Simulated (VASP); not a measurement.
# SrO (P6_3/mmc) in VASP: a series of runs, part 2 of 2

VASP 6.6.1. The steps go on from the part before.

### Step 3. Single point, r2SCAN

This run uses another cell than the first one, of 17.19 Å³/atom.

Input file POSCAR:

```
SrO
1.0
    3.5632380098      0.0000000000      0.0000000000
   -1.7816190049      3.0858546362      0.0000000000
    0.0000000000      0.0000000000      6.2551048084
Sr O
2 2
Direct
    0.0000000000      0.0000000000      0.0000000000
    0.0000000000      0.0000000000      0.5000000000
    0.3333333333      0.6666666667      0.2500000000
    0.6666666667      0.3333333333      0.7500000000
```

Input file INCAR.step1:

```
SYSTEM = SrO
PREC     = Accurate       ! precision mode
ENCUT    = 520            ! plane-wave cutoff, eV
ISMEAR   = -1             ! smearing method
SIGMA    = 0.02           ! smearing width, eV
LREAL    = .False.        ! projectors in reciprocal space
LASPH    = .True.         ! aspherical terms in the spheres
NELM     = 100            ! most SCF steps
NBANDS   = 24             ! bands
GGA      = PE             ! functional
ALGO     = Normal         ! electronic algorithm
EDIFF    = 1E-4           ! SCF threshold, eV
LWAVE    = .True.         ! write WAVECAR
LCHARG   = .False.        ! write CHGCAR
```

Input file INCAR.step2:

```
SYSTEM = SrO
PREC     = Accurate       ! precision mode
ENCUT    = 520            ! plane-wave cutoff, eV
EDIFF    = 1E-6           ! SCF threshold, eV
ISMEAR   = -1             ! smearing method
SIGMA    = 0.02           ! smearing width, eV
LREAL    = .False.        ! projectors in reciprocal space
LASPH    = .True.         ! aspherical terms in the spheres
NELM     = 100            ! most SCF steps
ALGO     = Normal         ! electronic algorithm
ISIF     = 2              ! what is computed and relaxed
LWAVE    = .False.        ! write WAVECAR
LCHARG   = .False.        ! write CHGCAR
METAGGA  = R2SCAN         ! meta-GGA
LMIXTAU  = .True.       
NBANDS   = 24             ! bands
ISTART   = 1
```

Input file KPOINTS:

```
regular mesh
0
Gamma
  12 12 4
  0 0 0
```

Potentials or basis: VASP PAW PBE potentials, release 64 (Sr_sv, O).

Run with:

```console
$ cat potpaw_PBE.64/Sr_sv/POTCAR potpaw_PBE.64/O/POTCAR > POTCAR
$ cp INCAR.step1 INCAR
$ mpirun -np 1 vasp_std > vasp.out
$ cp INCAR.step2 INCAR
$ mpirun -np 1 vasp_std > vasp.out
```

OUTCAR:

```text
SYSTEM = SrO
   PREC = Accurate
   ENCUT = 520
   EDIFF = 1E-6
   ISMEAR = -1
   LREAL = .False.
   LASPH = .True.
   NELM = 100
   ISIF = 2
   METAGGA = R2SCAN
   ISTART = 1

 ion  position               nearest neighbor table
   1  0.000  0.000  0.000-   3 2.58   4 2.58   3 2.58   4 2.58   4 2.58   3 2.58   2 3.13   2 3.13
                             2 4.74   2 4.74   2 4.74   2 4.74   2 4.74   2 4.74   2 4.74   2 4.74
   2  0.000  0.000  0.500-   3 2.58   4 2.58   3 2.58   4 2.58   4 2.58   3 2.58   1 3.13   1 3.13
                             1 4.74   1 4.74   1 4.74   1 4.74   1 4.74   1 4.74   1 4.74   1 4.74
   3  0.333  0.667  0.250-   1 2.58   2 2.58   1 2.58   2 2.58   1 2.58   2 2.58
   4  0.667  0.333  0.750-   1 2.58   2 2.58   1 2.58   2 2.58   1 2.58   2 2.58

  LATTYP: Found a hexagonal cell.
 ALAT       =     3.5632380098
 C/A-ratio  =     1.7554552323

  Lattice vectors:

 A1 = (   3.5632380098,   0.0000000000,   0.0000000000)
 A2 = (  -1.7816190049,   3.0858546362,   0.0000000000)
 A3 = (   0.0000000000,   0.0000000000,   6.2551048084)

Analysis of symmetry for initial positions (statically):
=====================================================================
 Subroutine PRICEL returns:
 Original cell was already a primitive cell.

 Routine SETGRP: Setting up the symmetry group for a
 hexagonal supercell.

 Subroutine GETGRP returns: Found 24 space group operations
 (whereof 12 operations were pure point group operations)
 out of a pool of 24 trial point group operations.

The static configuration has the point symmetry D_3d.
 The point group associated with its full space group is D_6h.

Analysis of symmetry for dynamics (positions and initial velocities):
=====================================================================
 Subroutine PRICEL returns:
 Original cell was already a primitive cell.

 Routine SETGRP: Setting up the symmetry group for a
 hexagonal supercell.

 Subroutine GETGRP returns: Found 24 space group operations
 (whereof 12 operations were pure point group operations)
 out of a pool of 24 trial point group operations.

The dynamic configuration has the point symmetry D_3d.
 The point group associated with its full space group is D_6h.

 Subroutine INISYM returns: Found 24 space group operations
 (whereof 12 operations are pure point group operations),
 and found     1 'primitive' translations

----------------------------------------------------------------------------------------

                                     Primitive cell

  volume of cell :      68.7788

  direct lattice vectors                    reciprocal lattice vectors
     3.563238010  0.000000000  0.000000000     0.280643616  0.162029667  0.000000000
    -1.781619005  3.085854636  0.000000000     0.000000000  0.324059335  0.000000000
     0.000000000  0.000000000  6.255104808     0.000000000  0.000000000  0.159869424

  length of vectors
     3.563238010  3.563238010  6.255104808     0.324059335  0.324059335  0.159869424

  position of ions in fractional coordinates (direct lattice)
     0.000000000  0.000000000  0.000000000
     0.000000000  0.000000000  0.500000000
     0.333333333  0.666666667  0.250000000
[... 29 lines left out ...]

 Subroutine IBZKPT returns following result:
 ===========================================

 Found     57 irreducible k-points:

 Following reciprocal coordinates:
            Coordinates               Weight
  0.000000  0.000000  0.000000      1.000000
  0.083333  0.000000  0.000000      6.000000
  0.166667 -0.000000  0.000000      6.000000
  0.250000 -0.000000  0.000000      6.000000
  0.333333 -0.000000  0.000000      6.000000
  0.416667 -0.000000  0.000000      6.000000
[... 16 lines left out ...]
  0.250000 -0.000000  0.250000     12.000000
  0.333333 -0.000000  0.250000     12.000000
 [... further k-points ...]
   k-points           NKPTS =     57   k-points in BZ     NKDIM =     57   number of bands    NBANDS=     24
   number of dos      NEDOS =    301   number of ions     NIONS =      4
   total plane-waves  NPLWV =  37632
   dimension x,y,z NGX =    28 NGY =   28 NGZ =   48
   dimension x,y,z NGXF=    56 NGYF=   56 NGZF=   96
   ions per type =               2   2
   NGX,Y,Z   is equivalent  to a cutoff of  13.06, 13.06, 12.76 a.u.
   NGXF,Y,Z  is equivalent  to a cutoff of  26.13, 26.13, 25.51 a.u.
 SYSTEM =  SrO
   PREC   = accura    normal or accurate (medium, high low for compatibility)
   ISTART =      1    job   : 0-new  1-cont  2-samecut
   ICHARG =      0    charge: 1-file 2-atom 10-const
   ISPIN  =      1    spin polarized calculation?
   LNONCOLLINEAR =      F non collinear calculations
   LSORBIT =      F    spin-orbit coupling
   LASPH  =      T    aspherical Exc in radial PAW
   ENCUT  =  520.0 eV  38.22 Ry    6.18 a.u.   6.63  6.63 11.63*2*pi/ulx,y,z
   NELM   =    100;   NELMIN=  2; NELMDL=  0     # of ELM steps
   EDIFF  = 0.1E-05   stopping-criterion for ELM
   LREAL  =      F    real-space projection
   EDIFFG = 0.1E-04   stopping-criterion for IOM
   NSW    =      0    number of steps for IOM
   IBRION =     -1    ionic relax: 0-MD 1-quasi-New 2-CG
   NFREE  =      0    steps in history (QN), initial steepest desc. (CG)
   ISIF   =      2    stress and relaxation
   ISYM   =      2    0-nonsym 1-usesym 2-fastsym
   POTIM  = 0.5000    time-step for ionic-motion
   TEBEG  =    0.0;   TEEND  =   0.0 temperature during run
   PSTRESS=    0.0 pullay stress
   NELECT =      32.0000    total number of electrons
   NUPDOWN=      -1.0000    fix difference up-down
   EMIN   =  10.00;   EMAX   =-10.00  energy-range for DOS
   EFERMI =   0.00;   METHOD = LEGACY
   ISMEAR =    -1;   SIGMA  =   0.02  broadening in eV -4-tet -1-fermi 0-gaus
   EFERMI_NEDOS =   21; number of points for ismear=-14 and -15
   IALGO  =     38    algorithm
   IMIX   =      4    mixing-type and parameters
     AMIX     =   0.40;   BMIX     =  1.00
     AMIX_MAG =   1.60;   BMIX_MAG =  1.00
  volume/ion in A,a.u.               =      17.19       116.04
  Fermi-wavevector in a.u.,A,eV,Ry     =   1.268547  2.397206 21.894648  1.609211
  Thomas-Fermi vector in A             =   2.401636
   LORBIT       =      0    0 simple, 1 ext, 2 COOP (PROOUT), +10 PAW based schemes
   METAGGA = R2SCAN    functional components
   LHFCALC =     F    Hartree Fock is set to
   AEXX    =    0.0000 exact exchange contribution
   IVDW    =     0    specifies the selected vdW correction
   LEPSILON=     F    determine dielectric tensor
   LRPA    =     F    only Hartree local field effects (RPA)
 non-spin polarized calculation
  energy-cutoff  :      520.00
  volume of cell :       68.78
 maximum number of plane-waves:      1883
 NGX is ok and might be reduce to    28
   NGX = 13   NGY = 13   NGZ = 23

 number of electron      31.9999999 magnetization

 Free energy of the ion-electron system (eV)
  ---------------------------------------------------
  ext. energy  EPLUGINS =         0.00000000
  ---------------------------------------------------
  free energy    TOTEN  =       -53.50306803 eV

  energy without entropy =      -53.50306803  energy(sigma->0) =      -53.50306803

 E-fermi :   1.8907     XC(G=0): -10.5185

 val. band max:        1.3962312646   @ k =   0.0000   0.0000   0.0000
 cond. band min:       5.3359814049   @ k =   0.0000   0.0000   0.0000
 fundamental gap:      3.9397501403
 Fermi energy:         1.8906513668

 k-point     1 :       0.0000    0.0000    0.0000
  band No.  band energies     occupation
      1     -32.5542      2.00000
      2     -32.3403      2.00000
      3     -16.3936      2.00000
      4     -14.6826      2.00000
      5     -13.5758      2.00000
      6     -13.5758      2.00000
[... 637 lines left out ...]
     23      11.2686      0.00000
     24      11.3960      0.00000

 [... further k-points ...]

------------------------ aborting loop because EDIFF is reached ----------------------------------------

  FORCE on cell =-STRESS in cart. coord.  units (eV):
  Direction    XX          YY          ZZ          XY          YZ          ZX
  --------------------------------------------------------------------------------------
  -------------------------------------------------------------------------------------
  Total        0.2253204      0.2253204      0.2867994     -0.0000000     -0.0000000      0.0000000
  in kB        5.2487543      5.2487543      6.6808844     -0.0000000     -0.0000000      0.0000000
  external PRESSURE =       5.7261310 kB  Pullay stress =       0.0000000 kB

 VOLUME and BASIS-vectors are now :
 -----------------------------------------------------------------------------
  energy-cutoff  :      520.00
  volume of cell :       68.78
      direct lattice vectors                 reciprocal lattice vectors
     3.563238010  0.000000000  0.000000000     0.280643616  0.162029667  0.000000000
    -1.781619005  3.085854636  0.000000000     0.000000000  0.324059335  0.000000000
     0.000000000  0.000000000  6.255104808     0.000000000  0.000000000  0.159869424

 POSITION                                       TOTAL-FORCE (eV/Angst)
 -----------------------------------------------------------------------------------
      0.00000      0.00000      0.00000         0.000000      0.000000     -0.000000
      0.00000      0.00000      3.12755         0.000000      0.000000     -0.000000
     -0.00000      2.05724      1.56378        -0.000000      0.000000      0.000000
      1.78162      1.02862      4.69133         0.000000     -0.000000      0.000000
 -----------------------------------------------------------------------------------
    total drift:                                0.000000     -0.000000      0.000000

  FREE ENERGIE OF THE ION-ELECTRON SYSTEM (eV)
  ---------------------------------------------------
  free  energy   TOTEN  =       -53.5030680343 eV

  energy  without entropy=      -53.5030680343  energy(sigma->0) =      -53.50306803
```

Run time: 3.2 min. Hardware: 1 thread of Intel Xeon 6975P-C (Granite Rapids), shared host; peak memory 0.25 GiB.

Results:

| Quantity | Value |
| --- | --- |
| Free energy | -53.5031 eV |
| Pressure | 0.6 GPa |
| Band gap on the k mesh | 3.94 eV |

Stress tensor (GPa, compression positive):
```
0.52 0.00 0.00
0.00 0.52 0.00
0.00 0.00 0.67
```

Levels at points of the mesh, in eV from the valence-band top:
```csv
k point,band 12,band 13,band 14,band 15,band 16,band 17,band 18,band 19,band 20,band 21
"(0.00, 0.00, 0.00)",-0.98,-0.98,-0.14,0.00,0.00,3.94,5.02,7.13,7.13,7.51
"(0.50, 0.00, 0.00)",-1.47,-1.11,-0.56,-0.27,-0.10,4.15,6.27,7.46,8.06,8.93
"(0.00, 0.00, 0.50)",-1.27,-0.52,-0.52,-0.52,-0.52,5.89,5.89,7.15,7.15,7.79
"(0.50, 0.00, 0.50)",-1.39,-0.84,-0.84,-0.61,-0.61,5.34,5.34,8.82,8.82,9.27
```

Caveat: the PAW data sets were made with another functional, which shifts forces and pressure a little. A k mesh can miss the band edges.
